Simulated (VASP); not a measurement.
Write the native input for VASP 6.6.1 that does the following.

```yaml
Task: single point
Functional: PBE
Potentials_or_basis: VASP PAW PBE potentials, release 64 (Tm_3, Cd, Br), 4f in core
Cutoff: 500 eV
k_mesh: 4 × 4 × 2
Occupations: gaussian, width 0.1 eV
Spin: no spin polarisation
Dipole_correction: no
Mended: yes
Further_INCAR_settings: ALGO = Normal; EDIFF = 1e-06; NBANDS = 37
```

The structure of TmCdBr lies in POSCAR:

```
TmCdBr
1.0
    4.8405501044      0.0000000000      0.0000000000
    0.0000000000      4.8405501044      0.0000000000
    0.0000000000      0.0000000000      7.3770563755
Tm Cd Br
2 2 2
Direct
    0.5000000000      0.5000000000      0.0000000000
    0.0000000000      0.0000000000      0.0000000000
    0.0000000000      0.5000000000      0.2837726953
    0.5000000000      0.0000000000      0.7162273047
    0.0000000000      0.5000000000      0.7118024697
    0.5000000000      0.0000000000      0.2881975303
```

The cell was built from a structure type or drawn by symmetry, and may not be a known phase.

The input as run:

INCAR

```
SYSTEM = TmCdBr
ALGO = Normal ; EDIFF = 1E-6
ENCUT = 500 ; GGA = PE
GGA_COMPAT = .FALSE. ; ISIF = 2
ISMEAR = 0 ; LASPH = .TRUE.
LCHARG = .FALSE. ; LMAXMIX = 6
LREAL = .FALSE. ; LWAVE = .FALSE.
NBANDS = 37 ; NELM = 200
PREC = Accurate ; SIGMA = 0.1
```

KPOINTS

```
k-points
0
G
  4 4 2
  0 0 0
```

Potentials or basis: VASP PAW PBE potentials, release 64 (Tm_3, Cd, Br), 4f in core.

Command:

```sh
$ cat potpaw_PBE.64/Tm_3/POTCAR potpaw_PBE.64/Cd/POTCAR potpaw_PBE.64/Br/POTCAR > POTCAR
$ mpirun -np 1 vasp_std > vasp.out
```

It gave:

```yaml
Pressure: 0.3 GPa
Largest_force: 0.056 eV/Å
Band_gap_on_the_k_mesh: zero (bands 28 and 29 overlap by 0.36 eV)
```

Caveat: the k points lie up to 0.43 Å⁻¹ apart; spin-orbit coupling is left out, which moves the levels of the heavy elements; the 4f electrons are frozen in the core, so they carry no moment and show no levels; the run has no spin polarisation, though such a crystal can be magnetic.

Run time: 63 s on 1 thread of Intel(R) Xeon(R) Platinum 8259CL CPU @ 2.50GHz (Skylake/Cascade Lake), on a shared host, peak memory 0.28 GiB.
